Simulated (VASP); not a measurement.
# Ta4O (P4/mmm) in VASP: relaxation of cell and atoms with PBE

Aim: the relaxation of cell and atoms of Ta4O with PBE.

All numbers are computed with VASP 6.6.1; they aren't measurements. Logs are shortened: lines on timing, memory, paths and dates and some standing lists are left out, and cuts for length are marked.

**1. The cell of the first run**

It takes space group P4/mmm (No. 123, tetragonal). The conventional cell has a = 3.257 Å, b = 3.257 Å, c = 7.409 Å, α = 90.00°, β = 90.00°, γ = 90.00°. Within 3.3 Å of Ta (site symmetry 4/mmm) lie 4 O at 2.30 Å and 12 Ta at 3.12 to 3.26 Å. Ta (site symmetry 4mm) has 1 O at 2.10 Å and 4 Ta at 2.81 Å within 2.9 Å. Within 3.8 Å of Ta (site symmetry 4/mmm) lie 14 Ta at 2.81 to 3.70 Å. O (site symmetry 4/mmm) has 6 Ta at 2.10 to 2.30 Å within 2.8 Å.

**2. Relaxation of cell and atoms, PBE**

Input file INCAR:

```
SYSTEM = Ta4O
PREC     = Accurate       ! precision mode
ENCUT    = 600            ! plane-wave cutoff, eV
EDIFF    = 1E-6           ! SCF threshold, eV
ISMEAR   = 0              ! smearing method
SIGMA    = 0.1            ! smearing width, eV
LREAL    = .False.        ! projectors in reciprocal space
LASPH    = .True.         ! aspherical terms in the spheres
NELM     = 80             ! most SCF steps
ALGO     = Normal         ! electronic algorithm
ISIF     = 3              ! what is computed and relaxed
LWAVE    = .False.        ! write WAVECAR
LCHARG   = .False.        ! write CHGCAR
GGA      = PE             ! functional
IBRION   = 2              ! ionic algorithm
NSW      = 100            ! ionic steps
EDIFFG   = -0.01          ! ionic threshold
LUSENCCL = .False.
```

Input file KPOINTS:

```
regular mesh
0
Gamma
  12 12 6
  0 0 0
```

Input file POSCAR:

```
Ta4O
1.0
    3.2574970700      0.0000000000      0.0000000000
    0.0000000000      3.2574970700      0.0000000000
    0.0000000000      0.0000000000      7.4093408600
Ta O
4 1
Direct
    0.0000000000      0.0000000000      0.5000000000
    0.5000000000      0.5000000000      0.7831580000
    0.5000000000      0.5000000000      0.2168420000
    0.0000000000      0.0000000000      0.0000000000
    0.5000000000      0.5000000000      0.5000000000
```

Potentials or basis: VASP PAW PBE potentials, release 64 (Ta_pv, O).

The run is started by

```bash
cat potpaw_PBE.64/Ta_pv/POTCAR potpaw_PBE.64/O/POTCAR > POTCAR
mpirun -np 1 vasp_std > vasp.out
```

OUTCAR:

```text
SYSTEM = Ta4O
   PREC = Accurate
   ENCUT = 600
   EDIFF = 1E-6
   ISMEAR = 0
   LREAL = .False.
   LASPH = .True.
   NELM = 80
   ISIF = 3
   GGA = PE
   IBRION = 2
   NSW = 100
   EDIFFG = -0.01

 ion  position               nearest neighbor table
   1  0.000  0.000  0.500-   5 2.30   5 2.30   5 2.30   5 2.30   3 3.12   3 3.12   2 3.12   3 3.12
                             2 3.12   2 3.12   3 3.12   2 3.12
   2  0.500  0.500  0.783-   5 2.10   4 2.81   4 2.81   4 2.81   4 2.81   1 3.12   1 3.12   1 3.12
                             1 3.12   3 3.21
   3  0.500  0.500  0.217-   5 2.10   4 2.81   4 2.81   4 2.81   4 2.81   1 3.12   1 3.12   1 3.12
                             1 3.12   2 3.21
   4  0.000  0.000  0.000-   2 2.81   3 2.81   2 2.81   3 2.81   2 2.81   3 2.81   2 2.81   3 2.81

   5  0.500  0.500  0.500-   2 2.10   3 2.10   1 2.30   1 2.30   1 2.30   1 2.30

  LATTYP: Found a simple tetragonal cell.
 ALAT       =     3.2574970700
 C/A-ratio  =     2.2745502761

  Lattice vectors:

 A1 = (   3.2574970700,   0.0000000000,   0.0000000000)
 A2 = (   0.0000000000,   3.2574970700,   0.0000000000)
 A3 = (   0.0000000000,   0.0000000000,   7.4093408600)

Analysis of symmetry for initial positions (statically):
=====================================================================
 Subroutine PRICEL returns:
 Original cell was already a primitive cell.

 Routine SETGRP: Setting up the symmetry group for a
 simple tetragonal supercell.

 Subroutine GETGRP returns: Found 16 space group operations
 (whereof 16 operations were pure point group operations)
 out of a pool of 16 trial point group operations.

The static configuration has the point symmetry D_4h.

Analysis of symmetry for dynamics (positions and initial velocities):
=====================================================================
 Subroutine PRICEL returns:
 Original cell was already a primitive cell.

 Routine SETGRP: Setting up the symmetry group for a
 simple tetragonal supercell.

 Subroutine GETGRP returns: Found 16 space group operations
 (whereof 16 operations were pure point group operations)
 out of a pool of 16 trial point group operations.

The dynamic configuration has the point symmetry D_4h.

 Subroutine INISYM returns: Found 16 space group operations
 (whereof 16 operations are pure point group operations),
 and found     1 'primitive' translations

----------------------------------------------------------------------------------------

                                     Primitive cell

  volume of cell :      78.6226

  direct lattice vectors                    reciprocal lattice vectors
     3.257497070  0.000000000  0.000000000     0.306984159  0.000000000  0.000000000
     0.000000000  3.257497070  0.000000000     0.000000000  0.306984159  0.000000000
     0.000000000  0.000000000  7.409340860     0.000000000  0.000000000  0.134964772

  length of vectors
     3.257497070  3.257497070  7.409340860     0.306984159  0.306984159  0.134964772

  position of ions in fractional coordinates (direct lattice)
     0.000000000  0.000000000  0.500000000
     0.500000000  0.500000000  0.783158000
     0.500000000  0.500000000  0.216842000
     0.000000000  0.000000000  0.000000000
     0.500000000  0.500000000  0.500000000

  ion indices of the primitive-cell ions
   primitive index   ion index
                 1           1
                 2           2
                 3           3
                 4           4
                 5           5

----------------------------------------------------------------------------------------

 KPOINTS: regular mesh

Automatic generation of k-mesh.
 Grid dimensions read from file:
 generate k-points for:   12   12    6

 Generating k-lattice:

  Cartesian coordinates                     Fractional coordinates (reciprocal lattice)
     0.025582013  0.000000000  0.000000000     0.083333333  0.000000000  0.000000000
     0.000000000  0.025582013  0.000000000     0.000000000  0.083333333  0.000000000
     0.000000000  0.000000000  0.022494129     0.000000000  0.000000000  0.166666667

  Length of vectors
     0.025582013  0.025582013  0.022494129

  Shift w.r.t. Gamma in fractional coordinates (k-lattice)
     0.000000000  0.000000000  0.000000000

 Subroutine IBZKPT returns following result:
 ===========================================

 Found    112 irreducible k-points:

 Following reciprocal coordinates:
            Coordinates               Weight
  0.000000  0.000000  0.000000      1.000000
  0.083333  0.000000  0.000000      4.000000
  0.166667  0.000000  0.000000      4.000000
  0.250000  0.000000  0.000000      4.000000
  0.333333  0.000000  0.000000      4.000000
  0.416667  0.000000  0.000000      4.000000
[... 16 lines left out ...]
  0.333333  0.333333  0.000000      4.000000
  0.416667  0.333333  0.000000      8.000000
 [... further k-points ...]
   k-points           NKPTS =    112   k-points in BZ     NKDIM =    112   number of bands    NBANDS=     30
   number of dos      NEDOS =    301   number of ions     NIONS =      5
   total plane-waves  NPLWV =  47040
   dimension x,y,z NGX =    28 NGY =   28 NGZ =   60
   dimension x,y,z NGXF=    56 NGYF=   56 NGZF=  120
   ions per type =               4   1
   NGX,Y,Z   is equivalent  to a cutoff of  14.29, 14.29, 13.46 a.u.
   NGXF,Y,Z  is equivalent  to a cutoff of  28.58, 28.58, 26.92 a.u.
 SYSTEM =  Ta4O
   PREC   = accura    normal or accurate (medium, high low for compatibility)
   ISTART =      0    job   : 0-new  1-cont  2-samecut
   ICHARG =      2    charge: 1-file 2-atom 10-const
   ISPIN  =      1    spin polarized calculation?
   LNONCOLLINEAR =      F non collinear calculations
   LSORBIT =      F    spin-orbit coupling
   LASPH  =      T    aspherical Exc in radial PAW
   ENCUT  =  600.0 eV  44.10 Ry    6.64 a.u.   6.51  6.51 14.80*2*pi/ulx,y,z
   NELM   =     80;   NELMIN=  2; NELMDL= -5     # of ELM steps
   EDIFF  = 0.1E-05   stopping-criterion for ELM
   LREAL  =      F    real-space projection
   EDIFFG = -.1E-01   stopping-criterion for IOM
   NSW    =    100    number of steps for IOM
   IBRION =      2    ionic relax: 0-MD 1-quasi-New 2-CG
   NFREE  =      1    steps in history (QN), initial steepest desc. (CG)
   ISIF   =      3    stress and relaxation
   ISYM   =      2    0-nonsym 1-usesym 2-fastsym
   POTIM  = 0.5000    time-step for ionic-motion
   TEBEG  =    0.0;   TEEND  =   0.0 temperature during run
   PSTRESS=    0.0 pullay stress
   NELECT =      50.0000    total number of electrons
   NUPDOWN=      -1.0000    fix difference up-down
   EMIN   =  10.00;   EMAX   =-10.00  energy-range for DOS
   EFERMI =   0.00;   METHOD = LEGACY
   ISMEAR =     0;   SIGMA  =   0.10  broadening in eV -4-tet -1-fermi 0-gaus
   EFERMI_NEDOS =   21; number of points for ismear=-14 and -15
   IALGO  =     38    algorithm
   IMIX   =      4    mixing-type and parameters
     AMIX     =   0.40;   BMIX     =  1.00
     AMIX_MAG =   1.60;   BMIX_MAG =  1.00
  volume/ion in A,a.u.               =      15.72       106.11
  Fermi-wavevector in a.u.,A,eV,Ry     =   1.407826  2.660405 26.966390  1.981974
  Thomas-Fermi vector in A             =   2.530046
   LORBIT       =      0    0 simple, 1 ext, 2 COOP (PROOUT), +10 PAW based schemes
   GGA     = PE    functional components
   LHFCALC =     F    Hartree Fock is set to
   AEXX    =    0.0000 exact exchange contribution
   IVDW    =     0    specifies the selected vdW correction
   LEPSILON=     F    determine dielectric tensor
   LRPA    =     F    only Hartree local field effects (RPA)
 conjugate gradient relaxation of ions
 non-spin polarized calculation
 Gauss-broadening in eV      SIGMA  =   0.10
  energy-cutoff  :      600.00
  volume of cell :       78.62
 maximum number of plane-waves:      2661
 NGX is ok and might be reduce to    28
   NGX = 13   NGY = 13   NGZ = 29

--------------------------------------- Ionic step        1  -------------------------------------------

 number of electron      50.0000006 magnetization

 Free energy of the ion-electron system (eV)
  ---------------------------------------------------
  ext. energy  EPLUGINS =         0.00000000
  ---------------------------------------------------
  free energy    TOTEN  =       -55.09459600 eV

  energy without entropy =      -55.08571437  energy(sigma->0) =      -55.09015518

------------------------ aborting loop because EDIFF is reached ----------------------------------------

  FORCE on cell =-STRESS in cart. coord.  units (eV):
  Direction    XX          YY          ZZ          XY          YZ          ZX
  --------------------------------------------------------------------------------------
  -------------------------------------------------------------------------------------
  Total       -0.2549751     -0.2549751     -0.3960983      0.0000000      0.0000000     -0.0000000
  in kB       -5.1958997     -5.1958997     -8.0717167      0.0000000      0.0000000     -0.0000000
  external PRESSURE =      -6.1545054 kB  Pullay stress =       0.0000000 kB
[... 63 lines left out ...]
  energy  without entropy=      -55.0843088342  energy(sigma->0) =      -55.08865000

--------------------------------------- Ionic step        3  -------------------------------------------

 number of electron      50.0000006 magnetization

 Free energy of the ion-electron system (eV)
  ---------------------------------------------------
  ext. energy  EPLUGINS =         0.00000000
  ---------------------------------------------------
  free energy    TOTEN  =       -55.09505212 eV

  energy without entropy =      -55.08623828  energy(sigma->0) =      -55.09064520

 E-fermi :   6.4310     XC(G=0): -12.6145

 val. band max:        6.4299369340   @ k =   0.2500   0.0000   0.0000
 cond. band min:       6.4403395015   @ k =   0.5000   0.2500   0.0000
 fundamental gap:      0.0104025674
 Fermi energy:         6.4310412701

 k-point     1 :       0.0000    0.0000    0.0000
  band No.  band energies     occupation
      1     -29.1282      2.00000
      2     -29.1282      2.00000
      3     -28.7660      2.00000
      4     -28.2013      2.00000
      5     -28.0751      2.00000
      6     -27.8666      2.00000
[... 781 lines left out ...]
     29       8.9841      0.00000
     30       9.5344      0.00000

 [... further k-points ...]

------------------------ aborting loop because EDIFF is reached ----------------------------------------

  FORCE on cell =-STRESS in cart. coord.  units (eV):
  Direction    XX          YY          ZZ          XY          YZ          ZX
  --------------------------------------------------------------------------------------
  -------------------------------------------------------------------------------------
  Total        0.0143712      0.0143712     -0.0125439      0.0000000      0.0000000      0.0000000
  in kB        0.2936814      0.2936814     -0.2563392      0.0000000      0.0000000      0.0000000
  external PRESSURE =       0.1103412 kB  Pullay stress =       0.0000000 kB
[... 20 lines left out ...]
  FREE ENERGIE OF THE ION-ELECTRON SYSTEM (eV)
  ---------------------------------------------------
  free  energy   TOTEN  =       -55.0950521152 eV

  energy  without entropy=      -55.0862382830  energy(sigma->0) =      -55.09064520

 reached required accuracy - stopping structural energy minimisation
```

Wall time 3.1 min (1 × NVIDIA H100 80GB with 1 thread of AMD EPYC 7R13 (Zen 3), shared host); peak memory 1.4 GiB.

Results:

```yaml
Free_energy: -55.0951 eV
Relaxed_volume: 15.68 Å³/atom
Relaxed_cell: a = 3.255 Å, b = 3.255 Å, c = 7.400 Å, α = 90.00°, β = 90.00°, γ = 90.00°
Space_group_after_relaxing_to_0.1_Å: P4/mmm (No. 123)
Energy_gained_by_relaxing: 0.1 meV/atom
Ionic_steps: 3
Pressure_after_relaxing: 0.0 GPa
Largest_force_after_relaxing: 0.005 eV/Å
Band_gap_on_the_k_mesh: zero (bands 25 and 26 overlap by 0.98 eV)
```

Forces in eV/Å, atoms in the order of the input:
```
Ta   0.000  0.000  0.000
Ta   0.000  0.000 -0.005
Ta   0.000  0.000  0.005
Ta   0.000  0.000  0.000
O    0.000  0.000  0.000
```

Step by step:
```csv
step,energy change (eV),largest force (eV/Å),pressure (GPa),volume (Å³)
1,0.0000,0.0220,-0.62,78.62
2,0.0016,0.0339,1.37,77.94
3,-0.0005,0.0046,0.01,78.40
```

Final structure:
```yaml
crystal:
  lattice:
    - [3.25492, 0.00000, 0.00000]
    - [0.00000, 3.25492, 0.00000]
    - [0.00000, 0.00000, 7.40025]
  atoms:
    - { symbol: Ta, position: [0.00000, 0.00000, 0.50000] }
    - { symbol: Ta, position: [0.50000, 0.50000, 0.78311] }
    - { symbol: Ta, position: [0.50000, 0.50000, 0.21689] }
    - { symbol: Ta, position: [0.00000, 0.00000, 0.00000] }
    - { symbol: O, position: [0.50000, 0.50000, 0.50000] }
```

Caveat: spin-orbit coupling is left out, which moves the levels of the heavy elements.
